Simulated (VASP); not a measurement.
Write the native input for VASP 6.6.1 that does the following.

* Task: relaxation of cell and atoms
* Functional: PBE
* Potentials or basis: VASP PAW PBE potentials, release 64 (Be, S)
* Cutoff: 600 eV
* k mesh: 14 × 14 × 14
* Occupations: gaussian, width 0.1 eV
* Spin: no spin polarisation
* Dipole correction: no
* Further INCAR settings: ALGO = Normal; EDIFF = 1e-06; IBRION = 2; EDIFFG = -0.01; NSW = 100; ISIF = 3

The structure of BeS2 lies in POSCAR:

```
BeS2
1.0
   -2.2231966528      2.2231966528      2.4601811477
    2.2231966528     -2.2231966528      2.4601811477
    2.2231966528      2.2231966528     -2.4601811477
Be S
1 2
Direct
    0.0000000000      0.0000000000      0.0000000000
    0.5000000000      0.0000000000      0.5000000000
    0.0000000000      0.5000000000      0.5000000000
```

The cell was generated, and may not be a known phase.

The input as run:

INCAR

```
SYSTEM = BeS2
  PREC = Accurate
  ENCUT = 600
  EDIFF = 1E-6
  ISMEAR = 0
  SIGMA = 0.1
  LREAL = .False.
  LASPH = .True.
  NELM = 80
  ALGO = Normal
  ISIF = 3
  LWAVE = .False.
  LCHARG = .False.
  GGA = PE
  IBRION = 2
  NSW = 100
  EDIFFG = -0.01
```

KPOINTS

```
Automatic mesh
0
Gamma
  14 14 14
  0 0 0
```

Potentials or basis: VASP PAW PBE potentials, release 64 (Be, S).

Launch:

```bash
$ cat potpaw_PBE.64/Be/POTCAR potpaw_PBE.64/S/POTCAR > POTCAR
$ mpirun -np 1 vasp_std > vasp.out
```

Results of the run:

The relaxed volume is 16.28 Å³/atom and the relaxed cell is a = 4.001 Å, b = 4.001 Å, c = 4.001 Å, α = 112.84°, β = 112.84°, γ = 102.92°. The space group after relaxing (to 0.1 Å) is I4/mmm (No. 139). The energy gained by relaxing is 1.5 meV/atom and the ionic steps are 5. The pressure after relaxing is 0.0 GPa and the band gap on the k mesh is zero (bands 7 and 8 overlap by 2.75 eV).

It took 7.1 min on 1 thread of AMD EPYC 7R43 64-Core Processor (Zen 3) (shared host), peak memory 0.26 GiB.
